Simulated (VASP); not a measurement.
Input of a VASP 6.6.1 run:

File POSCAR:

```
Ti2Sn
1.0
    4.7318980804      0.0000000000      0.0000000000
   -2.3659490402      4.0979439458      0.0000000000
    0.0000000000      0.0000000000      5.6241414773
Ti Sn
4 2
Direct
    0.3333333333      0.6666666667      0.7500000000
    0.6666666667      0.3333333333      0.2500000000
    0.0000000000      0.0000000000      0.0000000000
    0.0000000000      0.0000000000      0.5000000000
    0.3333333333      0.6666666667      0.2500000000
    0.6666666667      0.3333333333      0.7500000000
```

File INCAR.step1:

```
SYSTEM = Ti2Sn
PREC = Accurate
ENCUT = 550
ISMEAR = -1
SIGMA = 0.1
LREAL = .FALSE.
LASPH = .TRUE.
NELM = 120
NBANDS = 47
GGA = PE
ALGO = Normal
EDIFF = 1E-5
LWAVE = .TRUE.
LCHARG = .FALSE.
GGA_COMPAT = .FALSE.
```

File INCAR.step2:

```
SYSTEM = Ti2Sn
PREC = Accurate
ENCUT = 550
EDIFF = 1E-6
ISMEAR = -1
SIGMA = 0.1
LREAL = .FALSE.
LASPH = .TRUE.
NELM = 120
ALGO = Normal
ISIF = 2
LWAVE = .FALSE.
LCHARG = .FALSE.
METAGGA = R2SCAN
LMIXTAU = .TRUE.
NBANDS = 47
ISTART = 1
GGA_COMPAT = .FALSE.
```

KPOINTS

```
regular mesh
0
G
  8 8 6
  0 0 0
```

Potentials or basis: VASP PAW PBE potentials, release 64 (Ti_sv, Sn_d).

Command:

```sh
$ cat potpaw_PBE.64/Ti_sv/POTCAR potpaw_PBE.64/Sn_d/POTCAR > POTCAR
$ cp INCAR.step1 INCAR
$ mpirun -np 1 vasp_std > vasp.out
$ cp INCAR.step2 INCAR
$ mpirun -np 1 vasp_std > vasp.out
```

Q: Predict the pressure.

A: 0.3 GPa.

Stress tensor (GPa, compression positive):
```
0.32 0.00 0.00
0.00 0.32 0.00
0.00 0.00 0.23
```

Caveat: the PAW data sets were made with another functional, which shifts forces and pressure a little.
